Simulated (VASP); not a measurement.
Here is a VASP 6.6.1 calculation.

Contents of INCAR:

```
PREC     = Accurate       # precision mode
ENCUT    = 600            # plane-wave cutoff, eV
EDIFF    = 1E-6           # SCF threshold, eV
ISMEAR   = 0              # smearing method
SIGMA    = 0.02           # smearing width, eV
LREAL    = F              # projectors in reciprocal space
LASPH    = T              # aspherical terms in the spheres
NELM     = 60             # most SCF steps
ALGO     = Normal         # electronic algorithm
ISIF     = 4              # what is computed and relaxed
LWAVE    = F              # write WAVECAR
LCHARG   = F              # write CHGCAR
GGA      = PE             # functional
IBRION   = 2              # ionic algorithm
NSW      = 50             # ionic steps
EDIFFG   = -0.01          # ionic threshold
LUSENCCL = F
```

The input KPOINTS:

```
regular mesh
0
Gamma
  6 6 4
```

POSCAR

```
SiO2
1.0
    5.0323459237      0.0000000000      0.0000000000
    0.0000000000      5.0323459237      0.0000000000
    0.0000000000      0.0000000000      7.0291456416
Si O
4 8
Direct
    0.2938575611      0.2938575611      0.0000000000
    0.2061424389      0.7938575611      0.2500000000
    0.7061424389      0.7061424389      0.5000000000
    0.7938575611      0.2061424389      0.7500000000
    0.2411800971      0.0934526146      0.1742257763
    0.4065473854      0.7411800971      0.4242257763
    0.7588199029      0.9065473854      0.6742257763
    0.5934526146      0.2588199029      0.9242257763
    0.7411800971      0.4065473854      0.5757742237
    0.9065473854      0.7588199029      0.3257742237
    0.2588199029      0.5934526146      0.0757742237
    0.0934526146      0.2411800971      0.8257742237
```

Potentials or basis: VASP PAW PBE potentials, release 64 (Si, O).

Command:

```bash
$ cat potpaw_PBE.64/Si/POTCAR potpaw_PBE.64/O/POTCAR > POTCAR
$ mpirun -np 1 vasp_std > vasp.out
```

(1) Predict the band gap on the k mesh.

Results:

(1) 5.56 eV.
